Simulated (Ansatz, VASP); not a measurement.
Hg in VASP and in Ansatz

```
CELL_PARAMETERS angstrom
0.00000 3.50074 3.50074
3.50074 0.00000 3.50074
3.50074 3.50074 0.00000
ATOMIC_POSITIONS crystal
Hg 0.87500 0.87500 0.87500
Hg 0.12500 0.12500 0.12500
```

Change from the starting cell: volume scaled by 0.76, PAW files.

Alike in both runs: task single point; functional PBE; k mesh 11 × 11 × 11; occupations fermi-dirac, width 0.05 eV; no spin polarisation.

|  | VASP | Ansatz |
| --- | --- | --- |
| version | VASP 6.6.1 | Ansatz 0.2.0 |
| potentials or method | VASP PAW PBE potentials, release 64 (Hg) | PAW with Ansatz's default frozen-core files, scalar-relativistic |
| plane-wave cutoff (eV) | 520 | 420 |
| valence electrons in the cell | 24 | 40 |

|  | VASP | Ansatz | Ansatz less VASP |
| --- | --- | --- | --- |
| pressure (GPa) | 0.5 | 0.5 | -0.08 |

VASP's potentials hold 24 valence electrons a cell and Ansatz's 40, so a difference there can come from the potentials and not from the codes.

Neither program's run includes spin-orbit coupling.
